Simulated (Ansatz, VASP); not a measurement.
## One calculation of Ag, two programs

INCAR

```
SYSTEM = Ag
PREC     = Accurate       ! precision mode
ENCUT    = 520            ! plane-wave cutoff, eV
EDIFF    = 1E-6           ! SCF threshold, eV
ISMEAR   = -1             ! smearing method
SIGMA    = 0.05           ! smearing width, eV
LREAL    = .FALSE.        ! projectors in reciprocal space
LASPH    = .TRUE.         ! aspherical terms in the spheres
NELM     = 60             ! most SCF steps
ALGO     = Normal         ! electronic algorithm
ISIF     = 2              ! what is computed and relaxed
LWAVE    = .FALSE.        ! write WAVECAR
LCHARG   = .FALSE.        ! write CHGCAR
GGA      = CA             ! functional
NBANDS   = 12             ! bands
```

Contents of KPOINTS:

```
Automatic mesh
0
G
  15 15 15
  0 0 0
```

POSCAR

```
Ag
1.0
    0.0000000000      2.0224612152      2.0224612152
    2.0224612152      0.0000000000      2.0224612152
    2.0224612152      2.0224612152      0.0000000000
Ag
1
Direct
    0.0000000000      0.0000000000      0.0000000000
```

Input for Ansatz:

```yaml
crystal:
  lattice:
    - [0.0, 2.0224612152, 2.0224612152]
    - [2.0224612152, 0.0, 2.0224612152]
    - [2.0224612152, 2.0224612152, 0.0]
  atoms:
    - { symbol: Ag, position: [0.0, 0.0, 0.0] }
kpoints:
  mp_grid: { grid: [15, 15, 15] }
scf:
  occupations: { method: fermi_dirac, width: 0.05 }
hamiltonian:
  xc: lda
  pseudopotentials: { kind: all_electron, lapw: { basis_error: 0.001 } }
output:
  forces: true
  stress: true
  eigenvalues: true
```

Change from the starting cell: volume scaled by 0.97.

Alike in both runs: task single point; functional LDA; k mesh 15 × 15 × 15; occupations fermi-dirac, width 0.05 eV; no spin polarisation.

```csv
,VASP,Ansatz
version,VASP 6.6.1,Ansatz 0.2.0
potentials or method,"VASP PAW LDA potentials, release 64 (Ag), cutoff 520 eV","all-electron LAPW, scalar-relativistic"
```

VASP gave:

| Item | Value |
| --- | --- |
| pressure (GPa) | -4.1 |

Estimate Ansatz's values.

pressure (GPa): -4.3.

LDA's correlation is that of Perdew and Zunger in VASP and of Perdew and Wang (1992) in Ansatz. Ansatz ran all-electron here, and VASP with PAW potentials.
